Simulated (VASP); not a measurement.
Input of a VASP 6.6.1 run:

Contents of INCAR:

```
PREC = Accurate ; ENCUT = 520
EDIFF = 1E-7 ; ISMEAR = 0
SIGMA = 0.05 ; LREAL = F
LASPH = T ; NELM = 60
ALGO = Normal ; ISIF = 2
LWAVE = F ; LCHARG = F
GGA = PE ; NBANDS = 26
```

Contents of KPOINTS:

```
regular mesh
0
Gamma
  6 6 6
```

POSCAR

```
MgO
1.0
    4.2703000000      0.0000000000      0.0000000000
    0.0000000000     -4.2703000000      0.0000000000
    0.0000000000      0.0000000000     -4.2703000000
Mg O
4 4
Direct
    0.0231822002      0.4768177998      0.5000000000
    0.5000000000      0.0000000000      0.5000000000
    0.5000000000      0.5000000000      0.0000000000
    0.0000000000      0.0000000000      0.0000000000
    0.5000000000      0.0000000000      0.0000000000
    0.0000000000      0.5000000000      0.0000000000
    0.0000000000      0.0000000000      0.5000000000
    0.5000000000      0.5000000000      0.5000000000
```

Potentials or basis: VASP PAW PBE potentials, release 64 (Mg, O).

The run is started by

```console
$ cat potpaw_PBE.64/Mg/POTCAR potpaw_PBE.64/O/POTCAR > POTCAR
$ mpirun -np 1 vasp_std > vasp.out
```

(1) What does it give for the largest force?

(2) Estimate the pressure.

Results:

(1) 1.232 eV/Å.

(2) -1.9 GPa.

Caveat: the cell differs from its parent crystal (atom 1 (Mg) moved +0.140 Å along Cartesian [1 1 0]); forces of over 1 eV/Å act on the atoms, so gaps and moduli don't describe the material at rest.
